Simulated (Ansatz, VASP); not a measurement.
## Si2N: VASP beside Ansatz

File INCAR:

```
ALGO = Normal
EDIFF = 1E-6
ENCUT = 520
GGA = PE
ISIF = 2
ISMEAR = 0
ISPIN = 2
LASPH = T
LCHARG = T
LELF = T
LORBIT = 11
LREAL = F
LVHAR = T
LWAVE = F
MAGMOM = 0 0 0 0 1 1
NBANDS = 26
NELM = 150
PREC = Accurate
SIGMA = 0.1
```

Contents of KPOINTS:

```
k-points
0
Gamma
  4 6 4
```

Contents of POSCAR:

```
Si2N
1.0
    4.9032997191      0.0000000000      0.0000000000
    0.0000000000      2.7966039252      0.0000000000
   -1.3493282211      0.0000000000      5.3721729727
Si N
4 2
Direct
    0.2594937103      0.0000000000      0.0560863260
    0.2562901481      0.5000000000      0.5895523895
    0.7405062897      0.0000000000      0.9439136740
    0.7437098519      0.5000000000      0.4104476105
    0.6516992301      0.5000000000      0.7223782171
    0.3483007699      0.5000000000      0.2776217829
```

Input for Ansatz:

```yaml
crystal:
  lattice:
    - [4.9032997191, 0.0, 0.0]
    - [0.0, 2.7966039252, 0.0]
    - [-1.3493282211, 0.0, 5.3721729727]
  atoms:
    - { symbol: Si, position: [0.2594937103, 0.0, 0.056086326] }
    - { symbol: Si, position: [0.2562901481, 0.5, 0.5895523895] }
    - { symbol: Si, position: [0.7405062897, 0.0, 0.943913674] }
    - { symbol: Si, position: [0.7437098519, 0.5, 0.4104476105] }
    - { symbol: "N", position: [0.6516992301, 0.5, 0.7223782171], spin: 1.0 }
    - { symbol: "N", position: [0.3483007699, 0.5, 0.2776217829], spin: 1.0 }
basis:
  ecutwfc: 420
kpoints:
  mp_grid: { grid: [4, 6, 4] }
hamiltonian:
  xc: pbe
scf:
  occupations: { method: gaussian, width: 0.1 }
  lower_state_search: "off"
output:
  forces: true
  stress: true
  eigenvalues: true
  populations: true
magnetization:
  spin_polarized: true
```

Change from the starting cell: the structure that the rattled cell fell into.

Alike in both runs: task single point; functional PBE; k mesh 4 × 6 × 4; occupations gaussian, width 0.1 eV; collinear spin.

```csv
,VASP,Ansatz
version,VASP 6.6.1,Ansatz 0.2.0
potentials or method,"VASP PAW PBE potentials, release 64 (Si, N), cutoff 520 eV","scalar-relativistic, plane waves, PAW"
valence electrons in the cell,26,26
```

Ansatz gave:

```
gap on the k mesh at the Fermi level (eV)                     : none
pressure (GPa)                                                : 0.1
traceless stress, the component that is largest in VASP (GPa) : 0.06
rms of the force components (eV/Å)                            : 0.002
net moment per atom (μB)                                      : 0.00
```

Q: Estimate VASP's values.

A: gap on the k mesh at the Fermi level (eV): none; pressure (GPa): 0.0; traceless stress, the component that is largest in VASP (GPa): 0.10; rms of the force components (eV/Å): 0.008; net moment per atom (μB): 0.00.

Atom by atom the forces differ by 0.008 eV/Å (rms over components). A gap of «none» marks a metal or a gap that the smearing closes. The functional is the same, so the differences come from potentials, cutoffs and numerics. Ansatz's warnings: seeded moment not kept.

The k mesh is coarse, so the values compare programs but aren't converged.
